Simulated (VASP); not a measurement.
Wanted: the native input for a VASP 6.6.1 run.

```yaml
Task: relaxation of cell and atoms
Functional: PBE
Potentials_or_basis: VASP PAW PBE potentials, release 64 (Ta_pv, Bi_d)
Cutoff: 600 eV
k_mesh: 14 × 14 × 12
Occupations: fermi-dirac, width 0.1 eV
Spin: no spin polarisation
Target_pressure: 200 GPa
Dipole_correction: no
Further_INCAR_settings: ALGO = Normal; EDIFF = 1e-07; IBRION = 2; EDIFFG = -0.005; NSW = 60; ISIF = 3
```

The structure of TaBi (WC type) lies in POSCAR:

```
TaBi
1.0
    3.2157953604      0.0000000000      0.0000000000
   -1.6078976802      2.7849604755      0.0000000000
    0.0000000000      0.0000000000      3.1514794532
Ta Bi
1 1
Direct
    0.0000000000      0.0000000000      0.0000000000
    0.3333333333      0.6666666667      0.5000000000
```

These files were run (other wordings do the same):

INCAR

```
SYSTEM = TaBi
  PREC = Accurate
  ENCUT = 600
  EDIFF = 1E-7
  ISMEAR = -1
  SIGMA = 0.1
  LREAL = .FALSE.
  LASPH = .TRUE.
  NELM = 60
  ALGO = Normal
  ISIF = 3
  LWAVE = .FALSE.
  LCHARG = .FALSE.
  GGA = PE
  IBRION = 2
  NSW = 60
  EDIFFG = -0.005
  PSTRESS = 2000.0
```

KPOINTS

```
regular mesh
0
G
  14 14 12
  0 0 0
```

Potentials or basis: VASP PAW PBE potentials, release 64 (Ta_pv, Bi_d).

Launch:

```bash
$ cat potpaw_PBE.64/Ta_pv/POTCAR potpaw_PBE.64/Bi_d/POTCAR > POTCAR
$ mpirun -np 1 vasp_std > vasp.out
```

It gave:

```yaml
Relaxed_volume: 13.29 Å³/atom
Relaxed_cell: a = 2.794 Å, b = 2.794 Å, c = 3.931 Å, α = 90.00°, β = 90.00°, γ = 120.00°
Space_group_after_relaxing_to_0.1_Å: P-6m2 (No. 187)
Energy_change_on_relaxing_the_run_minimises_the_enthalpy: +145.1 meV/atom
Ionic_steps: 17
Pressure_after_relaxing: 200.0 GPa
Band_gap_on_the_k_mesh: zero (bands 13 and 14 overlap by 3.12 eV)
```

Caveat: the cell is relaxed towards a set pressure, so the run minimises the enthalpy, not the energy; a cell axis changed by over 15 % at a fixed basis, so the end point is rough; spin-orbit coupling is left out, which moves the levels of the heavy elements.

Wall time 9.7 min on 1 thread of AMD EPYC 9R45 96-Core Processor (Zen 5) (shared host), peak memory 0.23 GiB.
